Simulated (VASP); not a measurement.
Wanted: the native input for a VASP 6.6.1 run.

| Property | Result |
| --- | --- |
| Task | single point |
| Functional | PBE |
| Potentials or basis | VASP PAW PBE potentials, release 64 (Al, Ga_d, N) |
| Cutoff | 520 eV |
| k mesh | 8 × 8 × 8 |
| Occupations | gaussian, width 0.1 eV |
| Spin | no spin polarisation |
| Dipole correction | no |
| Further INCAR settings | ALGO = Normal; EDIFF = 1e-07; NBANDS = 31 |

The structure of AlGa2N3 lies in POSCAR:

```
AlGa2N3
1.0
   -1.5923198453      1.5923198453      6.7358121300
    1.5923198453     -1.5923198453      6.7358121300
    1.5923198453      1.5923198453     -6.7358121300
Al Ga N
1 2 3
Direct
    0.5000000000      0.5000000000      0.0000000000
    0.8353917906      0.8353917906      0.0000000000
    0.1646082094      0.1646082094      0.0000000000
    0.4215164667      0.9215164667      0.5000000000
    0.0784835333      0.5784835333      0.5000000000
    0.7500000000      0.2500000000      0.5000000000
```

These files were run (other wordings do the same):

INCAR

```
  PREC = Accurate
  ENCUT = 520
  EDIFF = 1E-7
  ISMEAR = 0
  SIGMA = 0.1
  LREAL = F
  LASPH = T
  NELM = 100
  ALGO = Normal
  ISIF = 2
  LWAVE = F
  LCHARG = T
  GGA = PE
  LELF = T
  LVHAR = T
  NBANDS = 31
```

KPOINTS

```
regular mesh
0
Gamma
  8 8 8
```

Potentials or basis: VASP PAW PBE potentials, release 64 (Al, Ga_d, N).

The run is started by

```sh
$ cat potpaw_PBE.64/Al/POTCAR potpaw_PBE.64/Ga_d/POTCAR potpaw_PBE.64/N/POTCAR > POTCAR
$ mpirun -np 1 vasp_std > vasp.out
```

Results of the run:

```json
{
 "Pressure": "0.0 GPa",
 "Largest force": "0.024 eV/Å",
 "Band gap on the k mesh": "2.25 eV"
}
```

It took 5.3 min on 1 thread of Intel(R) Xeon(R) 6975P-C (Granite Rapids), on a shared host, peak memory 0.46 GiB.
